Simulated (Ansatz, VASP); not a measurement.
# One calculation of Te, two programs

```
Te
1.0
     5.62432    0.00000    0.00000
    -2.81216    4.87081    0.00000
     0.00000    0.00000    3.16643
Te
3
Direct
  0.00000 0.00000 0.00000
  0.33333 0.66667 0.50000
  0.66667 0.33333 0.50000
```

Alike in both runs: functional r2SCAN; k mesh 3 × 3 × 6; occupations gaussian, width 0.1 eV; no spin polarisation.

Ansatz relaxed the structure, and its values are those at the end. VASP's run is a single point on that final structure, the one shown.

```csv
,VASP,Ansatz
version,VASP 6.6.1,Ansatz 0.2.0
potentials or method,"VASP PAW PBE potentials, release 64 (Te), cutoff 520 eV","scalar-relativistic, plane waves, PAW"
valence electrons in the cell,18,48
```

|  | VASP | Ansatz | Ansatz less VASP |
| --- | --- | --- | --- |
| gap on the k mesh at the Fermi level (eV) | none | none | - |
| pressure (GPa) | -0.1 | 0.0 | +0.07 |

VASP's potentials were made for PBE, not for r2SCAN. A gap of «none» marks a metal or a gap that the smearing closes. With one functional, cell and mesh, what is left measures potentials, basis and numerics. VASP's potentials hold 18 valence electrons a cell and Ansatz's 48, so a difference there can come from the potentials and not from the codes.

The k mesh is coarse, so the values compare programs but aren't converged. Spin-orbit coupling is off throughout.
